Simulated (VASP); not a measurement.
Set up this calculation in VASP 6.6.1, as the native input.

* Task: single point
* Functional: PBE
* Potentials or basis: VASP PAW PBE potentials, release 64 (B)
* Cutoff: 520 eV
* k mesh: 34 × 34 × 6
* Occupations: fermi-dirac, width 0.1 eV
* Spin: no spin polarisation
* Dipole correction: no
* Further INCAR settings: ALGO = Normal; EDIFF = 1e-06; NBANDS = 10

The structure of B lies in POSCAR:

```
B
1.0
    1.7595757389      0.0000000000      0.0000000000
   -0.8797878694      1.5238372898      0.0000000000
    0.0000000000      0.0000000000      9.3967872219
B
2
Direct
    0.3333333333      0.6666666667      0.2500000000
    0.6666666667      0.3333333333      0.7500000000
```

This isn't the form of B at room conditions, which is rhombohedral.

One way to write it, as run:

INCAR

```
PREC = Accurate
ENCUT = 520
EDIFF = 1E-6
ISMEAR = -1
SIGMA = 0.1
LREAL = F
LASPH = T
NELM = 80
ALGO = Normal
ISIF = 2
LWAVE = F
LCHARG = T
GGA = PE
LELF = T
LVHAR = T
NBANDS = 10
```

KPOINTS

```
regular mesh
0
Gamma
  34 34 6
```

Potentials or basis: VASP PAW PBE potentials, release 64 (B).

Launch:

```sh
$ cat potpaw_PBE.64/B/POTCAR > POTCAR
$ mpirun -np 1 vasp_std > vasp.out
```

Results of the run:

```json
{"Pressure": "-10.5 GPa", "Band gap on the k mesh": "zero (bands 3 and 4 overlap by 10.22 eV)"}
```

Caveat: the cell stands under tension; this functional lacks dispersion, which binds the layers, so the pressure and a relaxed spacing across them are unreliable.

Run time: 44 s on 1 thread of Intel(R) Xeon(R) 6975P-C (Granite Rapids) (shared host), peak memory 0.2 GiB.
